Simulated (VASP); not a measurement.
Write the native input for VASP 6.6.1 that does the following.

- Task: single point
- Functional: PBE
- Potentials or basis: VASP PAW PBE potentials, release 64 (Na_pv)
- Cutoff: 520 eV
- k mesh: 9 × 9 × 9
- Occupations: fermi-dirac, width 0.05 eV
- Spin: no spin polarisation
- Dipole correction: no
- Further INCAR settings: ALGO = Normal; EDIFF = 1e-07; NBANDS = 10

The structure of Na lies in POSCAR:

```
Na
1.0
   -2.0935213200      2.0935213200      2.0935213200
    2.0935213200     -2.0935213200      2.0935213200
    2.0935213200      2.0935213200     -2.0935213200
Na
1
Direct
    0.0000000000      0.0000000000      0.0000000000
```

One way to write it, as run:

INCAR

```
  PREC = Accurate
  ENCUT = 520
  EDIFF = 1E-7
  ISMEAR = -1
  SIGMA = 0.05
  LREAL = F
  LASPH = T
  NELM = 60
  ALGO = Normal
  ISIF = 2
  LWAVE = F
  LCHARG = F
  GGA = PE
  NBANDS = 10
```

KPOINTS

```
Automatic mesh
0
Gamma
  9 9 9
```

Potentials or basis: VASP PAW PBE potentials, release 64 (Na_pv).

Run with:

```bash
$ cat potpaw_PBE.64/Na_pv/POTCAR > POTCAR
$ mpirun -np 1 vasp_std > vasp.out
```

It gave:

```yaml
Pressure: 0.0 GPa
```

Run time: 16 s on 1 thread of Intel Xeon 8259CL, with other jobs on the host, peak memory 0.15 GiB.
